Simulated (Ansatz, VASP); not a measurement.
# One calculation of Si, two programs

```
Si
1.0
     4.28667    2.47491    1.85895
    -4.28667    2.47491    1.85895
     0.00000   -4.94982    1.85895
Si
8
Direct
  0.02304 0.72141 0.52544
  0.97696 0.27859 0.47456
  0.71556 0.71556 0.71556
  0.27859 0.47456 0.97696
  0.47456 0.97696 0.27859
  0.72141 0.52544 0.02304
  0.28444 0.28444 0.28444
  0.52544 0.02304 0.72141
```

Change from the starting cell: strain -0.080 along x and y, +0.000 along z, atoms carried along.

Alike in both runs: task single point; functional LDA; k mesh 12 × 12 × 12; occupations gaussian, width 0.15 eV; no spin polarisation.

|  | VASP | Ansatz |
| --- | --- | --- |
| version | VASP 6.6.1 | Ansatz 0.2.0 |
| potentials or method | VASP PAW LDA potentials, release 64 (Si), cutoff 520 eV | scalar-relativistic, plane waves, PAW |
| valence electrons in the cell | 32 | 32 |

```tsv
	VASP	Ansatz	Ansatz less VASP
gap on the k mesh at the Fermi level (eV)	none	none	-
pressure (GPa)	26.2	26.0	-0.14
traceless stress, the component that is largest in VASP (GPa)	-15.43	-15.39	+0.044
rms of the force components (eV/Å)	0.931	0.926	-0.0049
```

LDA's correlation is that of Perdew and Zunger in VASP and of Perdew and Wang (1992) in Ansatz. Atom by atom the forces differ by 0.006 eV/Å (rms over components). A gap of «none» marks a metal or a gap that the smearing closes.
